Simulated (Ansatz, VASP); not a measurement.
# Ta5W: VASP beside Ansatz

```xyz
6
Lattice="1.6151 -2.2842 0.0000 1.6151 2.2842 0.0000 0.0000 0.0000 13.7050" Properties=species:S:1:pos:R:3 pbc="T T T"
Ta    0.0000    0.0000    2.2842
Ta    1.6151    0.0000    4.5683
Ta    0.0000    0.0000    6.8525
Ta    1.6151    0.0000    9.1366
Ta    0.0000    0.0000   11.4208
W     1.6151    0.0000    0.0000
```

Alike in both runs: task single point; functional PBE; k mesh 6 × 6 × 2; occupations gaussian, width 0.1 eV; no spin polarisation.

```csv
,VASP,Ansatz
version,VASP 6.6.1,Ansatz 0.2.0
potentials or method,"VASP PAW PBE potentials, release 64 (Ta_pv, W_sv), cutoff 520 eV","scalar-relativistic, plane waves, PAW"
valence electrons in the cell,69,79
```

VASP gave:

```
gap on the k mesh at the Fermi level (eV)                     : none
pressure (GPa)                                                : 13.5
traceless stress, the component that is largest in VASP (GPa) : 1.04
rms of the force components (eV/Å)                            : 0.269
```

Q: Which values does Ansatz return?

A: gap on the k mesh at the Fermi level (eV): none; pressure (GPa): 13.2; traceless stress, the component that is largest in VASP (GPa): 1.06; rms of the force components (eV/Å): 0.271.

Atom by atom the forces differ by 0.003 eV/Å (rms over components). A gap of «none» marks a metal or a gap that the smearing closes. The functional is the same, so the differences come from potentials, cutoffs and numerics. VASP's potentials hold 69 valence electrons a cell and Ansatz's 79, so a difference there can come from the potentials and not from the codes.

The k mesh is coarse, so the values compare programs but aren't converged. Neither program's run includes spin-orbit coupling.
